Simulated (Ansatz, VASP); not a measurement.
Two plane-wave programs on GaSb

```
Ga Sb
1.0
     0.00000    3.17090    3.17090
     3.17090    0.00000    3.17090
     3.17090    3.17090    0.00000
Ga Sb
1 1
Direct
  0.00000 0.00000 0.00000
  0.25000 0.25000 0.25000
```

Alike in both runs: task single point; functional PBE; k mesh 6 × 6 × 6; occupations fermi-dirac, width 0.02 eV; no spin polarisation.

```csv
,VASP,Ansatz
version,VASP 6.6.1,Ansatz 0.2.0
potentials or method,"VASP PAW PBE potentials, release 64 (Ga_d, Sb)","plane waves, PAW"
plane-wave cutoff (eV),500,420
valence electrons in the cell,18,28
```

|  | VASP | Ansatz | Ansatz less VASP |
| --- | --- | --- | --- |
| pressure (GPa) | -2.2 | -2.3 | -0.05 |

VASP's potentials hold 18 valence electrons a cell and Ansatz's 28, so a difference there can come from the potentials and not from the codes.

Neither program's run includes spin-orbit coupling.
